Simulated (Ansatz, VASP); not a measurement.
SiC in VASP and in Ansatz

```xyz
12
Lattice="5.2230 0.0000 0.0000 0.0000 8.1922 0.0000 0.0000 0.0000 2.9365" Properties=species:S:1:pos:R:3 pbc="T T T"
Si    3.0876    5.2838    1.4682
Si    2.1353    2.9084    1.4682
Si    0.0000    4.0961    0.0000
Si    0.4762    7.0045    1.4682
Si    4.7468    1.1877    1.4682
Si    2.6115    0.0000    0.0000
C     0.2873    2.8384    1.4682
C     4.9357    5.3538    1.4682
C     2.6115    4.0961    0.0000
C     2.8988    1.2577    1.4682
C     2.3242    6.9345    1.4682
C     0.0000    0.0000    0.0000
```

Alike in both runs: functional PBE; k mesh 8 × 6 × 12; occupations gaussian, width 0.1 eV; no spin polarisation.

Ansatz relaxed the structure, and its values are those at the end. VASP's run is a single point on that final structure, the one shown.

|  | VASP | Ansatz |
| --- | --- | --- |
| version | VASP 6.6.1 | Ansatz 0.2.0 |
| potentials or method | VASP PAW PBE potentials, release 64 (Si, C), cutoff 520 eV | scalar-relativistic, plane waves, PAW |
| valence electrons in the cell | 48 | 48 |

Ansatz gave:

- gap on the k mesh at the Fermi level (eV): none
- pressure (GPa): 0.0
- rms of the force components (eV/Å): 0.003

Question: Estimate VASP's values.

Answer: gap on the k mesh at the Fermi level (eV): none; pressure (GPa): 0.0; rms of the force components (eV/Å): 0.006.

A gap of «none» marks a metal or a gap that the smearing closes.
